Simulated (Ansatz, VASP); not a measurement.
# One calculation of SiS2, two programs

Contents of INCAR:

```
SYSTEM = SiS2
PREC     = Accurate       ! precision mode
ENCUT    = 500            ! plane-wave cutoff, eV
EDIFF    = 1E-6           ! SCF threshold, eV
ISMEAR   = -1             ! smearing method
SIGMA    = 0.02           ! smearing width, eV
LREAL    = .FALSE.        ! projectors in reciprocal space
LASPH    = .TRUE.         ! aspherical terms in the spheres
NELM     = 120            ! most SCF steps
ALGO     = Normal         ! electronic algorithm
ISIF     = 2              ! what is computed and relaxed
LWAVE    = .FALSE.        ! write WAVECAR
LCHARG   = .FALSE.        ! write CHGCAR
GGA      = PE             ! functional
NBANDS   = 25             ! bands
GGA_COMPAT= .FALSE.
```

The input KPOINTS:

```
regular mesh
0
G
  6 6 6
  0 0 0
```

The input POSCAR:

```
SiS2
1.0
   -2.8539494622      5.0122357858      2.7616510799
    2.8539494622     -5.0122357858      2.7616510799
    2.8539494622      5.0122357858     -2.7616510799
Si S
2 4
Direct
    0.7500000000      0.7500000000      0.0000000000
    0.2500000000      0.2500000000      0.0000000000
    0.1140721468      0.2029217956      0.3169939424
    0.8859278532      0.7970782044      0.6830060576
    0.6140721468      0.2970782044      0.9111503513
    0.3859278532      0.7029217956      0.0888496487
```

Input for Ansatz:

```yaml
crystal:
  lattice:
    - [-2.8539494622, 5.0122357858, 2.7616510799]
    - [2.8539494622, -5.0122357858, 2.7616510799]
    - [2.8539494622, 5.0122357858, -2.7616510799]
  atoms:
    - { symbol: Si, position: [0.75, 0.75, 0.0] }
    - { symbol: Si, position: [0.25, 0.25, 0.0] }
    - { symbol: S, position: [0.1140721468, 0.2029217956, 0.3169939424] }
    - { symbol: S, position: [0.8859278532, 0.7970782044, 0.6830060576] }
    - { symbol: S, position: [0.6140721468, 0.2970782044, 0.9111503513] }
    - { symbol: S, position: [0.3859278532, 0.7029217956, 0.0888496487] }
kpoints:
  mp_grid: { grid: [6, 6, 6] }
  band_path:
    path:
      - [0.0, 0.0, 0.0]
      - [0.5, -0.5, 0.5]
      - [0.3310530906, -0.3310530906, 0.6689469094]
      - [-0.3310530906, 0.3310530906, 0.3310530906]
      - [0.3321356756, 0.3321356756, -0.3321356756]
      - [0.6678643244, -0.3321356756, 0.3321356756]
      - [0.0, 0.5, 0.0]
      - [0.25, 0.25, 0.25]
      - [0.5, 0.0, 0.0]
      - [0.270833, -0.270833, -0.270833]
      - [0.385417, 0.385417, -0.385417]
    npoints: 1
hamiltonian:
  xc: pbe
scf:
  occupations: { method: fermi_dirac, width: 0.02 }
  n_extra_bands: 5
output:
  forces: true
  stress: true
  eigenvalues: true
```

Change from the starting cell: biaxial_xy strain +4.0%.

Alike in both runs: task single point; functional PBE; k mesh 6 × 6 × 6; occupations fermi-dirac, width 0.02 eV; no spin polarisation.

|  | VASP | Ansatz |
| --- | --- | --- |
| version | VASP 6.6.1 | Ansatz 0.2.0 |
| potentials or method | VASP PAW PBE potentials, release 64 (Si, S) | plane waves, PAW |
| plane-wave cutoff (eV) | 500 | 420 |
| valence electrons in the cell | 32 | 32 |

VASP gave:

* gap on the k mesh at the Fermi level (eV): 2.96
* pressure (GPa): 1.5
* traceless stress, the component that is largest in VASP (GPa): 0.47
* rms of the force components (eV/Å): 0.084

**Question.** Which values does Ansatz return?

**Answer.** gap on the k mesh at the Fermi level (eV): 2.95; pressure (GPa): 1.8; traceless stress, the component that is largest in VASP (GPa): 0.52; rms of the force components (eV/Å): 0.107.

Atom by atom the forces differ by 0.023 eV/Å (rms over components). The functional is the same, so the differences come from potentials, cutoffs and numerics.
